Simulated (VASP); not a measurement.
# BAs (P6/mmm) in VASP: relaxation of cell and atoms with PBE

Aim: the relaxation of cell and atoms of BAs with PBE.

Everything below comes from runs of VASP 6.6.1. Logs are shortened: lines on timing, memory, paths and dates and some standing lists are left out, and cuts for length are marked.

### 1 The cell of the first run

Symmetry: P6/mmm, No. 191, hexagonal system. The conventional cell has a = 4.898 Å, b = 4.898 Å, c = 3.952 Å, α = 90.00°, β = 90.00°, γ = 120.00°. B (site symmetry mmm) has 6 As at 2.43 to 2.45 Å and 4 B at 2.45 Å within 3.2 Å. As (site symmetry 6/mmm) has 6 B at 2.45 Å within 3.2 Å. As (site symmetry -6m2) has 6 B at 2.43 Å and 3 As at 2.83 Å within 3.2 Å.

### 2 Relaxation of cell and atoms, PBE

The input, INCAR:

```
SYSTEM = BAs
PREC = Accurate
ENCUT = 600
EDIFF = 1E-6
ISMEAR = 0
SIGMA = 0.1
LREAL = .False.
LASPH = .True.
NELM = 80
ALGO = Normal
ISIF = 3
LWAVE = .False.
LCHARG = .False.
GGA = PE
IBRION = 2
NSW = 100
EDIFFG = -0.01
```

The input, KPOINTS:

```
Automatic mesh
0
Gamma
  12 12 10
  0 0 0
```

The input, POSCAR:

```
BAs
1.0
    4.8977363618      0.0000000000      0.0000000000
   -2.4488681809      4.2415641104      0.0000000000
    0.0000000000      0.0000000000      3.9515827465
B As
3 3
Direct
    0.5000000000      0.0000000000      0.0000000000
    0.5000000000      0.5000000000      0.0000000000
    0.0000000000      0.5000000000      0.0000000000
    0.0000000000      0.0000000000      0.0000000000
    0.3333333333      0.6666666667      0.5000000000
    0.6666666667      0.3333333333      0.5000000000
```

Potentials or basis: VASP PAW PBE potentials, release 64 (B, As).

On the command line:

```
> cat potpaw_PBE.64/B/POTCAR potpaw_PBE.64/As/POTCAR > POTCAR
> mpirun -np 1 vasp_std > vasp.out
```

OUTCAR:

```text
SYSTEM = BAs
   PREC = Accurate
   ENCUT = 600
   EDIFF = 1E-6
   ISMEAR = 0
   LREAL = .False.
   LASPH = .True.
   NELM = 80
   ISIF = 3
   GGA = PE
   IBRION = 2
   NSW = 100
   EDIFFG = -0.01

 ion  position               nearest neighbor table
   1  0.500  0.000  0.000-   5 2.43   6 2.43   5 2.43   6 2.43   4 2.45   4 2.45
   2  0.500  0.500  0.000-   5 2.43   6 2.43   5 2.43   6 2.43   4 2.45   4 2.45
   3  0.000  0.500  0.000-   5 2.43   6 2.43   5 2.43   6 2.43   4 2.45   4 2.45
   4  0.000  0.000  0.000-   1 2.45   1 2.45   3 2.45   3 2.45   2 2.45   2 2.45
   5  0.333  0.667  0.500-   3 2.43   3 2.43   1 2.43   1 2.43   2 2.43   2 2.43   6 2.83   6 2.83
                             6 2.83
   6  0.667  0.333  0.500-   3 2.43   3 2.43   1 2.43   1 2.43   2 2.43   2 2.43   5 2.83   5 2.83
                             5 2.83

  LATTYP: Found a hexagonal cell.
 ALAT       =     4.8977363618
 C/A-ratio  =     0.8068181818

  Lattice vectors:

 A1 = (   4.8977363618,   0.0000000000,   0.0000000000)
 A2 = (  -2.4488681809,   4.2415641104,   0.0000000000)
 A3 = (   0.0000000000,   0.0000000000,   3.9515827465)

Analysis of symmetry for initial positions (statically):
=====================================================================
 Subroutine PRICEL returns:
 Original cell was already a primitive cell.

 Routine SETGRP: Setting up the symmetry group for a
 hexagonal supercell.

 Subroutine GETGRP returns: Found 24 space group operations
 (whereof 24 operations were pure point group operations)
 out of a pool of 24 trial point group operations.

The static configuration has the point symmetry D_6h.

Analysis of symmetry for dynamics (positions and initial velocities):
=====================================================================
 Subroutine PRICEL returns:
 Original cell was already a primitive cell.

 Routine SETGRP: Setting up the symmetry group for a
 hexagonal supercell.

 Subroutine GETGRP returns: Found 24 space group operations
 (whereof 24 operations were pure point group operations)
 out of a pool of 24 trial point group operations.

The dynamic configuration has the point symmetry D_6h.

 Subroutine INISYM returns: Found 24 space group operations
 (whereof 24 operations are pure point group operations),
 and found     1 'primitive' translations

----------------------------------------------------------------------------------------

                                     Primitive cell

  volume of cell :      82.0904

  direct lattice vectors                    reciprocal lattice vectors
     4.897736362  0.000000000  0.000000000     0.204175955  0.117881043  0.000000000
    -2.448868181  4.241564110  0.000000000     0.000000000  0.235762085  0.000000000
     0.000000000  0.000000000  3.951582747     0.000000000  0.000000000  0.253063156

  length of vectors
     4.897736362  4.897736362  3.951582747     0.235762085  0.235762085  0.253063156

  position of ions in fractional coordinates (direct lattice)
     0.500000000  0.000000000  0.000000000
     0.500000000  0.500000000  0.000000000
     0.000000000  0.500000000  0.000000000
     0.000000000  0.000000000  0.000000000
     0.333333333  0.666666667  0.500000000
     0.666666667  0.333333333  0.500000000

  ion indices of the primitive-cell ions
   primitive index   ion index
                 1           1
                 2           2
                 3           3
                 4           4
                 5           5
                 6           6

----------------------------------------------------------------------------------------

 KPOINTS: Automatic mesh

Automatic generation of k-mesh.
 Grid dimensions read from file:
 generate k-points for:   12   12   10

 Generating k-lattice:

  Cartesian coordinates                     Fractional coordinates (reciprocal lattice)
     0.017014663  0.009823420  0.000000000     0.083333333  0.000000000  0.000000000
     0.000000000  0.019646840  0.000000000     0.000000000  0.083333333  0.000000000
     0.000000000  0.000000000  0.025306316     0.000000000  0.000000000  0.100000000

  Length of vectors
     0.019646840  0.019646840  0.025306316

  Shift w.r.t. Gamma in fractional coordinates (k-lattice)
     0.000000000  0.000000000  0.000000000

 Subroutine IBZKPT returns following result:
 ===========================================

 Found    114 irreducible k-points:

 Following reciprocal coordinates:
            Coordinates               Weight
  0.000000  0.000000  0.000000      1.000000
  0.083333  0.000000  0.000000      6.000000
  0.166667  0.000000  0.000000      6.000000
  0.250000  0.000000  0.000000      6.000000
  0.333333  0.000000  0.000000      6.000000
  0.416667 -0.000000  0.000000      6.000000
[... 16 lines left out ...]
  0.250000  0.000000  0.100000     12.000000
  0.333333  0.000000  0.100000     12.000000
 [... further k-points ...]
   k-points           NKPTS =    114   k-points in BZ     NKDIM =    114   number of bands    NBANDS=     16
   number of dos      NEDOS =    301   number of ions     NIONS =      6
   total plane-waves  NPLWV =  51200
   dimension x,y,z NGX =    40 NGY =   40 NGZ =   32
   dimension x,y,z NGXF=    80 NGYF=   80 NGZF=   64
   ions per type =               3   3
   NGX,Y,Z   is equivalent  to a cutoff of  13.58, 13.58, 13.46 a.u.
   NGXF,Y,Z  is equivalent  to a cutoff of  27.15, 27.15, 26.93 a.u.
 SYSTEM =  BAs
   PREC   = accura    normal or accurate (medium, high low for compatibility)
   ISTART =      0    job   : 0-new  1-cont  2-samecut
   ICHARG =      2    charge: 1-file 2-atom 10-const
   ISPIN  =      1    spin polarized calculation?
   LNONCOLLINEAR =      F non collinear calculations
   LSORBIT =      F    spin-orbit coupling
   LASPH  =      T    aspherical Exc in radial PAW
   ENCUT  =  600.0 eV  44.10 Ry    6.64 a.u.   9.78  9.78  7.89*2*pi/ulx,y,z
   NELM   =     80;   NELMIN=  2; NELMDL= -5     # of ELM steps
   EDIFF  = 0.1E-05   stopping-criterion for ELM
   LREAL  =      F    real-space projection
   EDIFFG = -.1E-01   stopping-criterion for IOM
   NSW    =    100    number of steps for IOM
   IBRION =      2    ionic relax: 0-MD 1-quasi-New 2-CG
   NFREE  =      1    steps in history (QN), initial steepest desc. (CG)
   ISIF   =      3    stress and relaxation
   ISYM   =      2    0-nonsym 1-usesym 2-fastsym
   POTIM  = 0.5000    time-step for ionic-motion
   TEBEG  =    0.0;   TEEND  =   0.0 temperature during run
   PSTRESS=    0.0 pullay stress
   NELECT =      24.0000    total number of electrons
   NUPDOWN=      -1.0000    fix difference up-down
   EMIN   =  10.00;   EMAX   =-10.00  energy-range for DOS
   EFERMI =   0.00;   METHOD = LEGACY
   ISMEAR =     0;   SIGMA  =   0.10  broadening in eV -4-tet -1-fermi 0-gaus
   EFERMI_NEDOS =   21; number of points for ismear=-14 and -15
   IALGO  =     38    algorithm
   IMIX   =      4    mixing-type and parameters
     AMIX     =   0.40;   BMIX     =  1.00
     AMIX_MAG =   1.60;   BMIX_MAG =  1.00
  volume/ion in A,a.u.               =      13.68        92.33
  Fermi-wavevector in a.u.,A,eV,Ry     =   1.086545  2.053272 16.062768  1.180580
  Thomas-Fermi vector in A             =   2.222684
   LORBIT       =      0    0 simple, 1 ext, 2 COOP (PROOUT), +10 PAW based schemes
   GGA     = PE    functional components
   LHFCALC =     F    Hartree Fock is set to
   AEXX    =    0.0000 exact exchange contribution
   IVDW    =     0    specifies the selected vdW correction
   LEPSILON=     F    determine dielectric tensor
   LRPA    =     F    only Hartree local field effects (RPA)
 conjugate gradient relaxation of ions
 non-spin polarized calculation
 Gauss-broadening in eV      SIGMA  =   0.10
  energy-cutoff  :      600.00
  volume of cell :       82.09
 maximum number of plane-waves:      2766
 NGX is ok and might be reduce to    40
   NGX = 19   NGY = 19   NGZ = 15

--------------------------------------- Ionic step        1  -------------------------------------------

 number of electron      23.9999998 magnetization

 Free energy of the ion-electron system (eV)
  ---------------------------------------------------
  ext. energy  EPLUGINS =         0.00000000
  ---------------------------------------------------
  free energy    TOTEN  =       -25.62362907 eV

  energy without entropy =      -25.61086605  energy(sigma->0) =      -25.61724756

------------------------ aborting loop because EDIFF is reached ----------------------------------------

  FORCE on cell =-STRESS in cart. coord.  units (eV):
  Direction    XX          YY          ZZ          XY          YZ          ZX
  --------------------------------------------------------------------------------------
  -------------------------------------------------------------------------------------
  Total       -0.0303136     -0.0303136     -1.5700903      0.0000000      0.0000000      0.0000000
  in kB       -0.5916376     -0.5916376    -30.6438051      0.0000000      0.0000000      0.0000000
  external PRESSURE =     -10.6090268 kB  Pullay stress =       0.0000000 kB
[... 101 lines left out ...]
  FREE ENERGIE OF THE ION-ELECTRON SYSTEM (eV)
  ---------------------------------------------------
  free  energy   TOTEN  =       -25.6438556289 eV

  energy  without entropy=      -25.6321169246  energy(sigma->0) =      -25.63798628

[... ionic steps 4 to 15 ...]

--------------------------------------- Ionic step       16  -------------------------------------------

 number of electron      24.0000000 magnetization

------------------------ aborting loop because EDIFF is reached ----------------------------------------
[... 75 lines left out ...]
--------------------------------------- Ionic step       18  -------------------------------------------

 number of electron      24.0000000 magnetization

 Free energy of the ion-electron system (eV)
  ---------------------------------------------------
  ext. energy  EPLUGINS =         0.00000000
  ---------------------------------------------------
  free energy    TOTEN  =       -26.71493058 eV

  energy without entropy =      -26.70152843  energy(sigma->0) =      -26.70822951

 E-fermi :   5.8913     XC(G=0): -10.8067

 val. band max:        5.8826707479   @ k =   0.3333   0.3333   0.0000
 cond. band min:       5.9015819326   @ k =   0.1667   0.0833   0.2000
 fundamental gap:      0.0189111847
 Fermi energy:         5.8912578074

 k-point     1 :       0.0000    0.0000    0.0000
  band No.  band energies     occupation
      1      -9.4472      2.00000
      2      -6.5517      2.00000
      3      -4.4986      2.00000
      4      -2.4455      2.00000
      5      -2.4455      2.00000
      6       0.0163      2.00000
[... 433 lines left out ...]
      3      -5.0217      2.00000
      4      -2.7512      2.00000
      5      -1.0291      2.00000
      6       1.7012      2.00000
[... 8 lines left out ...]
     15       8.3010      0.00000
     16       9.5327      0.00000

 [... further k-points ...]

------------------------ aborting loop because EDIFF is reached ----------------------------------------

  FORCE on cell =-STRESS in cart. coord.  units (eV):
  Direction    XX          YY          ZZ          XY          YZ          ZX
  --------------------------------------------------------------------------------------
  -------------------------------------------------------------------------------------
  Total       -0.0005483     -0.0005483     -0.0044263      0.0000000      0.0000000     -0.0000000
  in kB       -0.0105516     -0.0105516     -0.0851764      0.0000000      0.0000000     -0.0000000
  external PRESSURE =      -0.0354265 kB  Pullay stress =       0.0000000 kB
[... 21 lines left out ...]
  FREE ENERGIE OF THE ION-ELECTRON SYSTEM (eV)
  ---------------------------------------------------
  free  energy   TOTEN  =       -26.7149305808 eV

  energy  without entropy=      -26.7015284347  energy(sigma->0) =      -26.70822951

 reached required accuracy - stopping structural energy minimisation
```

It took 20 min on 1 thread of Intel Xeon Platinum 8375C at 2.90GHz (Ice Lake), shared host; peak memory 0.35 GiB.

What came out:

| Property | Result |
| --- | --- |
| Free energy | -26.7149 eV |
| Relaxed volume | 13.88 Å³/atom |
| Relaxed cell | a = 5.603 Å, b = 5.603 Å, c = 3.062 Å, α = 90.00°, β = 90.00°, γ = 120.00° |
| Space group after relaxing (to 0.1 Å) | P6/mmm (No. 191) |
| Energy gained by relaxing | 181.9 meV/atom |
| Ionic steps | 18 |
| Pressure after relaxing | 0.0 GPa |
| Band gap on the k mesh | zero (bands 12 and 13 overlap by 3.09 eV) |

Step by step:
| step | energy change (eV) | largest force (eV/Å) | pressure (GPa) | volume (Å³) |
| --- | --- | --- | --- | --- |
| 1 | 0.0000 | 0.0000 | -1.06 | 82.09 |
| 2 | -0.0160 | 0.0000 | 0.20 | 81.01 |
| 3 | -0.0202 | 0.0000 | 1.01 | 80.39 |
| 4 | -0.0169 | 0.0000 | 2.77 | 79.13 |
| 5 | -0.0210 | 0.0000 | 1.43 | 80.07 |
| 6 | -0.0314 | 0.0000 | 1.26 | 80.24 |
| 7 | -0.0367 | 0.0000 | 1.15 | 80.39 |
| 8 | -0.0425 | 0.0000 | 1.00 | 80.66 |
| 9 | -0.0435 | 0.0000 | 0.95 | 80.78 |
| 10 | -0.0511 | 0.0000 | 0.81 | 81.00 |
| 11 | -0.1065 | 0.0000 | 0.27 | 81.38 |
| 12 | -0.3781 | 0.0000 | -0.24 | 81.87 |
| 13 | -1.0814 | 0.0000 | 2.12 | 81.72 |
| 14 | -0.9211 | 0.0000 | -6.52 | 90.09 |
| 15 | -1.0898 | 0.0000 | 0.23 | 83.21 |
| 16 | -1.0898 | 0.0000 | 0.32 | 83.13 |
| 17 | -1.0853 | 0.0000 | -0.65 | 83.52 |
| 18 | -1.0913 | 0.0000 | 0.00 | 83.26 |

Final structure:
```
CELL_PARAMETERS angstrom
5.60337 0.00000 0.00000
-2.80169 4.85266 0.00000
0.00000 0.00000 3.06195
ATOMIC_POSITIONS crystal
B 0.50000 0.00000 0.00000
B 0.50000 0.50000 0.00000
B 0.00000 0.50000 0.00000
As 0.00000 0.00000 0.00000
As 0.33333 0.66667 0.50000
As 0.66667 0.33333 0.50000
```

Levels at points of the mesh, in eV from the Fermi level:
```tsv
k point	band 8	band 9	band 10	band 11	band 12	band 13	band 14	band 15	band 16
(0.00, 0.00, 0.00)	-2.40	-0.06	-0.06	1.54	2.29	2.34	2.34	3.97	4.40
(0.50, 0.00, 0.00)	-2.50	-1.59	-0.89	-0.61	-0.16	2.23	2.29	3.06	3.29
(0.00, 0.00, 0.50)	-4.41	-4.41	-3.36	-3.36	-3.01	-0.41	-0.41	2.73	2.73
(0.50, 0.00, 0.50)	-4.55	-2.33	-1.96	-1.28	-1.04	-0.56	0.30	1.01	1.59
```

Caveat: a cell axis changed by over 15 % at a fixed basis, so the end point is rough.
